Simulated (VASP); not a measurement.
Input of a VASP 6.6.1 run:

Contents of INCAR:

```
ALGO = Normal
EDIFF = 1E-6
ENCUT = 520
GGA = PS
ISIF = 2
ISMEAR = -1
ISPIN = 2
LASPH = T
LCHARG = F
LMAXMIX = 4
LORBIT = 11
LREAL = F
LWAVE = F
MAGMOM = 0 3
NBANDS = 20
NELM = 150
PREC = Accurate
SIGMA = 0.05
```

KPOINTS

```
k-points
0
Gamma
  10 10 7
```

File POSCAR:

```
FePt
1.0
    2.6866914338      0.0000000000      0.0000000000
    0.0000000000      2.6866914338      0.0000000000
    0.0000000000      0.0000000000      3.6697235666
Pt Fe
1 1
Direct
    0.5000000000      0.5000000000      0.5000000000
    0.0000000000      0.0000000000      0.0000000000
```

Potentials or basis: VASP PAW PBE potentials, release 64 (Pt, Fe).

The run is started by

```sh
$ cat potpaw_PBE.64/Pt/POTCAR potpaw_PBE.64/Fe/POTCAR > POTCAR
$ mpirun -np 1 vasp_std > vasp.out
```

(1) Predict the net moment.

(2) What does it give for the site moments?

(3) Estimate the pressure.

Answers

(1) 3.21 μB per cell.

(2) Pt +0.33; Fe +2.84 μB.

(3) 2.9 GPa.

Caveat: the PAW data sets were made with another functional, which shifts forces and pressure a little.
